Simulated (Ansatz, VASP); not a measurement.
One calculation of KNi, two programs

```
CELL_PARAMETERS angstrom
3.83757 0.00000 0.00000
0.00000 3.83757 0.00000
0.00000 0.00000 3.83757
ATOMIC_POSITIONS crystal
K 0.50000 0.50000 0.50000
Ni 0.00000 0.00000 0.00000
```

Alike in both runs: task single point; functional PBE; k mesh 4 × 4 × 4; occupations gaussian, width 0.1 eV; collinear spin.

|  | VASP | Ansatz |
| --- | --- | --- |
| version | VASP 6.6.1 | Ansatz 0.2.0 |
| potentials or method | VASP PAW PBE potentials, release 64 (K_sv, Ni), cutoff 520 eV | scalar-relativistic, plane waves, PAW |
| valence electrons in the cell | 19 | 27 |

|  | VASP | Ansatz | Ansatz less VASP |
| --- | --- | --- | --- |
| gap on the k mesh at the Fermi level (eV) | none | none | - |
| pressure (GPa) | 0.5 | 0.5 | -0.01 |
| net moment per atom (μB) | 0.39 | 0.40 | +0.003 |
| size of the moment on the site where the two differ most (μB) | 0.84 | 0.87 | +0.026 |

Site moments also hang on the region over which each program counts them. A gap of «none» marks a metal or a gap that the smearing closes. The functional is the same, so the differences come from potentials, cutoffs and numerics. VASP's potentials hold 19 valence electrons a cell and Ansatz's 27, so a difference there can come from the potentials and not from the codes.

The k mesh is coarse, so the values compare programs but aren't converged.
